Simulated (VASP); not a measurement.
# CrCoPt2 (P4/mmm) in VASP: single point with LDA

Aim: the single point of CrCoPt2 with LDA.

Program: VASP 6.6.1. These are calculated values, not measurements. Logs are shortened: lines on timing, memory, paths and dates and some standing lists are left out, and cuts for length are marked.

## 1. The cell of the first run

The structure is tetragonal, space group P4/mmm (No. 123). The conventional cell has a = 4.114 Å, b = 4.114 Å, c = 4.035 Å, α = 90.00°, β = 90.00°, γ = 90.00°. Within 3.8 Å of Cr (site symmetry 4/mmm) lie 8 Pt at 2.88 Å and 4 Co at 2.91 Å. Co (site symmetry 4/mmm) has 8 Pt at 2.88 Å and 4 Cr at 2.91 Å within 3.8 Å. Within 3.8 Å of Pt (site symmetry mmm) lie 4 Cr at 2.88 Å and 4 Co at 2.88 Å and 4 Pt at 2.91 Å.

## 2. Single point, LDA, collinear spin, ferromagnetic start (17.07 Å³/atom)

File INCAR:

```
  ALGO = Normal
  EDIFF = 1E-6
  ENCUT = 520
  ISIF = 2
  ISMEAR = -1
  ISPIN = 2
  LASPH = T
  LCHARG = T
  LELF = T
  LMAXMIX = 4
  LORBIT = 11
  LREAL = F
  LVHAR = T
  LWAVE = F
  MAGMOM = 3 2 0 0
  NBANDS = 32
  NELM = 150
  PREC = Accurate
  SIGMA = 0.05
```

File KPOINTS:

```
k-points
0
Gamma
  8 8 8
```

File POSCAR:

```
CrCoPt2
1.0
    4.1138930406      0.0000000000      0.0000000000
    0.0000000000      4.1138930406      0.0000000000
    0.0000000000      0.0000000000      4.0352561744
Cr Co Pt
1 1 2
Direct
    0.0000000000      0.0000000000      0.0000000000
    0.5000000000      0.5000000000      0.0000000000
    0.0000000000      0.5000000000      0.5000000000
    0.5000000000      0.0000000000      0.5000000000
```

Potentials or basis: VASP PAW LDA potentials, release 64 (Cr_pv, Co, Pt).

On the command line:

```sh
> cat potpaw_LDA.64/Cr_pv/POTCAR potpaw_LDA.64/Co/POTCAR potpaw_LDA.64/Pt/POTCAR > POTCAR
> mpirun -np 1 vasp_std > vasp.out
```

OUTCAR:

```text
EDIFF = 1E-6
   ENCUT = 520
   ISIF = 2
   ISMEAR = -1
   ISPIN = 2
   LASPH = T
   LORBIT = 11
   LREAL = F
   NELM = 150
   PREC = Accurate

 ion  position               nearest neighbor table
   1  0.000  0.000  0.000-   3 2.88   4 2.88   3 2.88   4 2.88   3 2.88   3 2.88   4 2.88   4 2.88
                             2 2.91   2 2.91   2 2.91   2 2.91
   2  0.500  0.500  0.000-   3 2.88   4 2.88   3 2.88   4 2.88   4 2.88   4 2.88   3 2.88   3 2.88
                             1 2.91   1 2.91   1 2.91   1 2.91
   3  0.000  0.500  0.500-   1 2.88   2 2.88   1 2.88   2 2.88   1 2.88   1 2.88   2 2.88   2 2.88
                             4 2.91   4 2.91   4 2.91   4 2.91
   4  0.500  0.000  0.500-   1 2.88   2 2.88   1 2.88   2 2.88   2 2.88   2 2.88   1 2.88   1 2.88
                             3 2.91   3 2.91   3 2.91   3 2.91

  LATTYP: Found a simple tetragonal cell.
 ALAT       =     4.1138930406
 C/A-ratio  =     0.9808850484

  Lattice vectors:

 A1 = (   4.1138930406,   0.0000000000,   0.0000000000)
 A2 = (   0.0000000000,   4.1138930406,   0.0000000000)
 A3 = (   0.0000000000,   0.0000000000,   4.0352561744)

Analysis of symmetry for initial positions (statically):
=====================================================================
 Subroutine PRICEL returns:
 Original cell was already a primitive cell.

 Routine SETGRP: Setting up the symmetry group for a
 simple tetragonal supercell.

 Subroutine GETGRP returns: Found 16 space group operations
 (whereof 16 operations were pure point group operations)
 out of a pool of 16 trial point group operations.

The static configuration has the point symmetry D_4h.

Analysis of symmetry for dynamics (positions and initial velocities):
=====================================================================
 Subroutine PRICEL returns:
 Original cell was already a primitive cell.

 Routine SETGRP: Setting up the symmetry group for a
 simple tetragonal supercell.

 Subroutine GETGRP returns: Found 16 space group operations
 (whereof 16 operations were pure point group operations)
 out of a pool of 16 trial point group operations.

The dynamic configuration has the point symmetry D_4h.

Analysis of structural, dynamic, and magnetic symmetry:
=====================================================================
 Subroutine PRICEL returns:
 Original cell was already a primitive cell.

 Routine SETGRP: Setting up the symmetry group for a
 simple tetragonal supercell.

 Subroutine GETGRP returns: Found 16 space group operations
 (whereof 16 operations were pure point group operations)
 out of a pool of 16 trial point group operations.

The overall configuration has the point symmetry D_4h.

 Subroutine INISYM returns: Found 16 space group operations
 (whereof 16 operations are pure point group operations),
 and found     1 'primitive' translations

----------------------------------------------------------------------------------------

                                     Primitive cell

  volume of cell :      68.2931

  direct lattice vectors                    reciprocal lattice vectors
     4.113893041  0.000000000  0.000000000     0.243078755  0.000000000  0.000000000
     0.000000000  4.113893041  0.000000000     0.000000000  0.243078755  0.000000000
     0.000000000  0.000000000  4.035256174     0.000000000  0.000000000  0.247815741

  length of vectors
     4.113893041  4.113893041  4.035256174     0.243078755  0.243078755  0.247815741

  position of ions in fractional coordinates (direct lattice)
     0.000000000  0.000000000  0.000000000
     0.500000000  0.500000000  0.000000000
     0.000000000  0.500000000  0.500000000
     0.500000000  0.000000000  0.500000000

  ion indices of the primitive-cell ions
   primitive index   ion index
                 1           1
                 2           2
                 3           3
                 4           4

----------------------------------------------------------------------------------------

 KPOINTS: k-points

Automatic generation of k-mesh.
 Grid dimensions read from file:
 generate k-points for:    8    8    8

 Generating k-lattice:

  Cartesian coordinates                     Fractional coordinates (reciprocal lattice)
     0.030384844  0.000000000  0.000000000     0.125000000  0.000000000  0.000000000
     0.000000000  0.030384844  0.000000000     0.000000000  0.125000000  0.000000000
     0.000000000  0.000000000  0.030976968     0.000000000  0.000000000  0.125000000

  Length of vectors
     0.030384844  0.030384844  0.030976968

  Shift w.r.t. Gamma in fractional coordinates (k-lattice)
     0.000000000  0.000000000  0.000000000

 Subroutine IBZKPT returns following result:
 ===========================================

 Found     75 irreducible k-points:

 Following reciprocal coordinates:
            Coordinates               Weight
  0.000000  0.000000  0.000000      1.000000
  0.125000  0.000000  0.000000      4.000000
  0.250000  0.000000  0.000000      4.000000
  0.375000  0.000000  0.000000      4.000000
  0.500000  0.000000  0.000000      2.000000
  0.125000  0.125000  0.000000      4.000000
[... 16 lines left out ...]
  0.375000  0.125000  0.125000     16.000000
  0.500000  0.125000  0.125000      8.000000
 [... further k-points ...]
   k-points           NKPTS =     75   k-points in BZ     NKDIM =     75   number of bands    NBANDS=     32
   number of dos      NEDOS =    301   number of ions     NIONS =      4
   total plane-waves  NPLWV =  30720
   dimension x,y,z NGX =    32 NGY =   32 NGZ =   30
   dimension x,y,z NGXF=    64 NGYF=   64 NGZF=   60
   ions per type =               1   1   2
   NGX,Y,Z   is equivalent  to a cutoff of  12.93, 12.93, 12.36 a.u.
   NGXF,Y,Z  is equivalent  to a cutoff of  25.86, 25.86, 24.72 a.u.
 SYSTEM =  unknown system
   PREC   = accura    normal or accurate (medium, high low for compatibility)
   ISTART =      0    job   : 0-new  1-cont  2-samecut
   ICHARG =      2    charge: 1-file 2-atom 10-const
   ISPIN  =      2    spin polarized calculation?
   LNONCOLLINEAR =      F non collinear calculations
   LSORBIT =      F    spin-orbit coupling
   LASPH  =      T    aspherical Exc in radial PAW
   ENCUT  =  520.0 eV  38.22 Ry    6.18 a.u.   7.65  7.65  7.50*2*pi/ulx,y,z
   NELM   =    150;   NELMIN=  2; NELMDL= -5     # of ELM steps
   EDIFF  = 0.1E-05   stopping-criterion for ELM
   LREAL  =      F    real-space projection
   EDIFFG = 0.1E-04   stopping-criterion for IOM
   NSW    =      0    number of steps for IOM
   IBRION =     -1    ionic relax: 0-MD 1-quasi-New 2-CG
   NFREE  =      0    steps in history (QN), initial steepest desc. (CG)
   ISIF   =      2    stress and relaxation
   ISYM   =      2    0-nonsym 1-usesym 2-fastsym
   POTIM  = 0.5000    time-step for ionic-motion
   TEBEG  =    0.0;   TEEND  =   0.0 temperature during run
   PSTRESS=    0.0 pullay stress
   NELECT =      41.0000    total number of electrons
   NUPDOWN=      -1.0000    fix difference up-down
   EMIN   =  10.00;   EMAX   =-10.00  energy-range for DOS
   EFERMI =   0.00;   METHOD = LEGACY
   ISMEAR =    -1;   SIGMA  =   0.05  broadening in eV -4-tet -1-fermi 0-gaus
   EFERMI_NEDOS =   21; number of points for ismear=-14 and -15
   IALGO  =     38    algorithm
   IMIX   =      4    mixing-type and parameters
     AMIX     =   0.40;   BMIX     =  1.00
     AMIX_MAG =   1.60;   BMIX_MAG =  1.00
  volume/ion in A,a.u.               =      17.07       115.22
  Fermi-wavevector in a.u.,A,eV,Ry     =   1.381053  2.609812 25.950501  1.907308
  Thomas-Fermi vector in A             =   2.505873
   LORBIT       =     11    0 simple, 1 ext, 2 COOP (PROOUT), +10 PAW based schemes
   GGA     = CA    functional components
   LHFCALC =     F    Hartree Fock is set to
   AEXX    =    0.0000 exact exchange contribution
   IVDW    =     0    specifies the selected vdW correction
   LEPSILON=     F    determine dielectric tensor
   LRPA    =     F    only Hartree local field effects (RPA)
 spin polarized calculation
  energy-cutoff  :      520.00
  volume of cell :       68.29
 maximum number of plane-waves:      1864
 NGX is ok and might be reduce to    32
   NGX = 15   NGY = 15   NGZ = 15

 number of electron      40.9999987 magnetization       3.4627458

 Free energy of the ion-electron system (eV)
  ---------------------------------------------------
  ext. energy  EPLUGINS =         0.00000000
  ---------------------------------------------------
  free energy    TOTEN  =       -31.31938226 eV

  energy without entropy =      -31.24368686  energy(sigma->0) =      -31.28153456

 E-fermi :   7.0736     XC(G=0): -12.2674

 val. band max:        7.0717946531   @ k =   0.5000   0.0000   0.0000
 cond. band min:       7.0809886983   @ k =   0.1250   0.1250   0.0000
 fundamental gap:      0.0091940452
 Fermi energy:         7.0735808793

 spin component 1

 k-point     1 :       0.0000    0.0000    0.0000
  band No.  band energies     occupation
      1     -36.6163      1.00000
      2     -36.5973      1.00000
      3     -36.5973      1.00000
      4      -0.6975      1.00000
      5       2.0336      1.00000
      6       2.5417      1.00000
[... 829 lines left out ...]
     31      16.3665      0.00000
     32      16.9316      0.00000

 [... further k-points ...]

 spin component 2

 k-point     1 :       0.0000    0.0000    0.0000
  band No.  band energies     occupation
      1     -33.9938      1.00000
      2     -33.9757      1.00000
      3     -33.9757      1.00000
      4      -0.5346      1.00000
      5       2.2131      1.00000
      6       2.6383      1.00000
[... 829 lines left out ...]
     31      16.5679      0.00000
     32      17.4912      0.00000

 [... further k-points ...]

------------------------ aborting loop because EDIFF is reached ----------------------------------------

  FORCE on cell =-STRESS in cart. coord.  units (eV):
  Direction    XX          YY          ZZ          XY          YZ          ZX
  --------------------------------------------------------------------------------------
  -------------------------------------------------------------------------------------
  Total      -16.4987883    -16.4987883    -16.1140204      0.0000000      0.0000000      0.0000000
  in kB     -387.0664508   -387.0664508   -378.0396805      0.0000000      0.0000000      0.0000000
  external PRESSURE =    -384.0575274 kB  Pullay stress =       0.0000000 kB

 VOLUME and BASIS-vectors are now :
 -----------------------------------------------------------------------------
  energy-cutoff  :      520.00
  volume of cell :       68.29
      direct lattice vectors                 reciprocal lattice vectors
     4.113893041  0.000000000  0.000000000     0.243078755  0.000000000  0.000000000
     0.000000000  4.113893041  0.000000000     0.000000000  0.243078755  0.000000000
     0.000000000  0.000000000  4.035256174     0.000000000  0.000000000  0.247815741

 POSITION                                       TOTAL-FORCE (eV/Angst)
 -----------------------------------------------------------------------------------
      0.00000      0.00000      0.00000         0.000000      0.000000      0.000000
      2.05695      2.05695      0.00000         0.000000      0.000000      0.000000
      0.00000      2.05695      2.01763         0.000000      0.000000      0.000000
      2.05695      0.00000      2.01763         0.000000      0.000000      0.000000
 -----------------------------------------------------------------------------------
    total drift:                                0.000000     -0.000000     -0.000000

  FREE ENERGIE OF THE ION-ELECTRON SYSTEM (eV)
  ---------------------------------------------------
  free  energy   TOTEN  =       -31.3193822625 eV

  energy  without entropy=      -31.2436868559  energy(sigma->0) =      -31.28153456

 total charge

# of ion       s       p       d       tot
------------------------------------------
    1        0.275   6.174   3.948  10.398
    2        0.338   0.279   7.218   7.835
    3        0.633   0.443   7.929   9.004
    4        0.633   0.443   7.929   9.004
--------------------------------------------------
tot          1.879   7.339  27.023  36.241

 magnetization (x)

# of ion       s       p       d       tot
------------------------------------------
    1        0.021   0.018   2.737   2.776
    2       -0.009  -0.001   0.488   0.478
    3       -0.018  -0.008   0.049   0.023
    4       -0.018  -0.008   0.049   0.023
--------------------------------------------------
tot         -0.024   0.000   3.324   3.300
```

Wall time 9.1 min (1 thread of Intel Xeon 8259CL, shared host); peak memory 0.37 GiB.

What came out:

```yaml
Free_energy: -31.3194 eV
Pressure: -38.4 GPa
Net_moment: 3.46 μB per cell
Site_moments: Cr +2.78; Co +0.48; Pt +0.02 μB
Valence_electrons_inside_the_program's_atomic_spheres: Cr 10.40; Co 7.83; Pt 9.00
```

Caveat: the cell stands under tension; an empty level that is flat over the whole mesh can mark a ghost state of the potentials, or a narrow d or f band; spin-orbit coupling is left out, which moves the levels of the heavy elements.
